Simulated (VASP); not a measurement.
# Rb: single point with LDA

Rb:

```
Rb
1.0
    -2.63553    2.63553    2.63553
     2.63553   -2.63553    2.63553
     2.63553    2.63553   -2.63553
Rb
1
Direct
  0.00000 0.00000 0.00000
```

* Program: VASP 6.6.1
* Task: single point
* Functional: LDA
* Potentials or basis: VASP PAW LDA potentials, release 64 (Rb_sv)
* Cutoff: 520 eV
* k mesh: 12 × 12 × 12
* Occupations: gaussian, width 0.1 eV
* Spin: no spin polarisation
* Dipole correction: no
* Further INCAR settings: ALGO = Normal; EDIFF = 1e-07; NBANDS = 10

```
Pressure               : 0.2 GPa
Band gap on the k mesh : zero (an odd number of electrons rules out a gap without spin polarisation)
```

Levels at points of the mesh, in eV from the Fermi level:
```csv
k point,band 1,band 2,band 3,band 4,band 5,band 6,band 7,band 8
"(0.00, 0.00, 0.00)",-28.70,-12.76,-12.76,-12.76,-2.29,3.77,3.77,3.77
"(0.50, 0.00, 0.00)",-28.68,-12.97,-12.83,-12.76,0.13,1.04,2.54,4.62
"(0.50, 0.50, 0.50)",-28.67,-12.91,-12.91,-12.91,1.09,1.09,3.87,3.87
```

Wall time 34 s on 1 thread of Intel(R) Xeon(R) Platinum 8488C (Sapphire Rapids) (shared host), peak memory 0.19 GiB.
